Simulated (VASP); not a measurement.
AlN: single point with PBEsol

Crystal: AlN.

```
Al N
1.0
    -3.11369    0.00000    0.00000
     0.00000    5.39307    0.00000
     1.55685   -2.69654   -4.98342
Al N
4 4
Direct
  0.99964 0.32709 0.99929
  0.49885 0.83807 0.99770
  0.25083 0.91798 0.50166
  0.74766 0.41385 0.49532
  0.79261 0.12738 0.58521
  0.32390 0.65579 0.64780
  0.05825 0.78055 0.11651
  0.55825 0.16929 0.11651
```

This cell differs from its parent crystal: atoms displaced along a vibrational mode.

| Quantity | Value |
| --- | --- |
| Program | VASP 6.6.1 |
| Task | single point |
| Functional | PBEsol |
| Potentials or basis | VASP PAW PBE potentials, release 64 (Al, N) |
| Cutoff | 600 eV |
| k mesh | 8 × 8 × 8 |
| Occupations | gaussian, width 0.05 eV |
| Spin | no spin polarisation |
| Dipole correction | no |
| Further INCAR settings | ALGO = Normal; EDIFF = 1e-06; NBANDS = 26 |

```yaml
Pressure: 10.8 GPa
Largest_force: 12.855 eV/Å
Band_gap_on_the_k_mesh: 3.32 eV
```

Forces in eV/Å, atoms in the order of the input:
```
Al   0.000 -0.107  0.499
Al   0.000 -6.362  1.283
Al   0.000 -0.122  0.818
Al   0.000  0.200 -0.645
N    0.000 -0.375 -3.337
N    0.000  0.009  5.190
N    0.000 -5.820 -1.143
N    0.000 12.576 -2.665
```

Stress tensor (GPa, compression positive):
```
 7.49  0.00  0.00
 0.00 16.42 -7.47
 0.00 -7.47  8.62
```

Levels at points of the mesh, in eV from the valence-band top:
| k point | band 12 | band 13 | band 14 | band 15 | band 16 | band 17 | band 18 | band 19 | band 20 | band 21 |
| --- | --- | --- | --- | --- | --- | --- | --- | --- | --- | --- |
| (0.00, 0.00, 0.00) | -0.79 | -0.78 | -0.46 | -0.16 | 0.00 | 3.32 | 4.61 | 5.17 | 5.89 | 8.12 |
| (0.50, 0.00, 0.00) | -2.45 | -1.94 | -1.76 | -1.08 | -0.56 | 5.02 | 5.51 | 5.77 | 6.60 | 7.64 |
| (0.00, 0.50, 0.00) | -1.38 | -0.98 | -0.72 | -0.47 | -0.32 | 4.81 | 5.63 | 5.77 | 7.15 | 8.14 |
| (0.00, 0.50, 0.50) | -1.27 | -1.19 | -0.85 | -0.42 | -0.17 | 4.99 | 5.11 | 6.16 | 7.18 | 7.63 |
| (0.50, 0.50, 0.00) | -1.58 | -1.27 | -1.24 | -1.18 | -0.42 | 3.95 | 4.55 | 5.04 | 5.46 | 6.81 |
| (0.00, 0.00, 0.50) | -0.95 | -0.67 | -0.64 | -0.39 | -0.38 | 4.36 | 4.97 | 5.67 | 6.50 | 8.09 |

Wall time 2.9 min on 1 thread of Intel(R) Xeon(R) 6975P-C (Granite Rapids), with other jobs on the host, peak memory 0.43 GiB.

Caveat: the cell differs from its parent crystal (atoms displaced along a vibrational mode); the cell stands under pressure; the PAW data sets were made with another functional, which shifts forces and pressure a little. A k mesh can miss the band edges.
